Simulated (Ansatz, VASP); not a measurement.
## One calculation of CrCoPt2, two programs

File INCAR:

```
SYSTEM = CrCoPt2
PREC     = Accurate       ! precision mode
ENCUT    = 520            ! plane-wave cutoff, eV
EDIFF    = 1E-6           ! SCF threshold, eV
ISMEAR   = -1             ! smearing method
SIGMA    = 0.05           ! smearing width, eV
LREAL    = .FALSE.        ! projectors in reciprocal space
LASPH    = .TRUE.         ! aspherical terms in the spheres
NELM     = 150            ! most SCF steps
ALGO     = Normal         ! electronic algorithm
ISIF     = 2              ! what is computed and relaxed
LWAVE    = .FALSE.        ! write WAVECAR
LCHARG   = .FALSE.        ! write CHGCAR
ISPIN    = 2              ! spin polarisation
MAGMOM   = 3 2 0 0        ! initial moments
LORBIT   = 11             ! projections on sites
LMAXMIX  = 4              ! l up to which the mixer works
NBANDS   = 32             ! bands
```

KPOINTS

```
regular mesh
0
G
  8 8 8
  0 0 0
```

Contents of POSCAR:

```
CrCoPt2
1.0
    3.5452455511      0.0000000000      0.0000000000
    0.0000000000      3.5452455511      0.0000000000
    0.0000000000      0.0000000000      3.4774783541
Cr Co Pt
1 1 2
Direct
    0.0000000000      0.0000000000      0.0000000000
    0.5000000000      0.5000000000      0.0000000000
    0.0000000000      0.5000000000      0.5000000000
    0.5000000000      0.0000000000      0.5000000000
```

Input for Ansatz:

```yaml
crystal:
  lattice:
    - [3.5452455511, 0.0, 0.0]
    - [0.0, 3.5452455511, 0.0]
    - [0.0, 0.0, 3.4774783541]
  atoms:
    - { symbol: Cr, position: [0.0, 0.0, 0.0], spin: 3.0 }
    - { symbol: Co, position: [0.5, 0.5, 0.0], spin: 2.0 }
    - { symbol: Pt, position: [0.0, 0.5, 0.5] }
    - { symbol: Pt, position: [0.5, 0.0, 0.5] }
magnetization:
  spin_polarized: true
kpoints:
  mp_grid: { grid: [8, 8, 8] }
scf:
  occupations: { method: fermi_dirac, width: 0.05 }
  lower_state_search: "off"
hamiltonian:
  xc: lda
  pseudopotentials: { kind: paw }
output:
  forces: true
  stress: true
  eigenvalues: true
  populations: true
  write_density: true
  write_potential: true
  elf: true
  volumetric_format: npy
```

Change from the starting cell: volume scaled by 0.8, PAW files.

Alike in both runs: task single point; functional LDA; k mesh 8 × 8 × 8; occupations fermi-dirac, width 0.05 eV; collinear spin.

|  | VASP | Ansatz |
| --- | --- | --- |
| version | VASP 6.6.1 | Ansatz 0.2.0 |
| potentials or method | VASP PAW LDA potentials, release 64 (Cr_pv, Co, Pt) | PAW with Ansatz's default frozen-core files, scalar-relativistic |
| plane-wave cutoff (eV) | 520 | 420 |
| valence electrons in the cell | 41 | 67 |

```tsv
	VASP	Ansatz	Ansatz less VASP
pressure (GPa)	64.2	63.7	-0.53
traceless stress, the component that is largest in VASP (GPa)	-3.84	-3.76	+0.075
net moment per atom (μB)	0.40	0.41	+0.004
size of the moment on the site where the two differ most (μB)	0.09	0.14	+0.042
```

LDA's correlation is that of Perdew and Zunger in VASP and of Perdew and Wang (1992) in Ansatz. Site moments also hang on the region over which each program counts them. Both programs put the cell under a high pressure, so it lies far from rest at this level. VASP's potentials hold 41 valence electrons a cell and Ansatz's 67, so a difference there can come from the potentials and not from the codes.

Spin-orbit coupling is off throughout. Noted on VASP's run: the cell as given lies far from equilibrium.
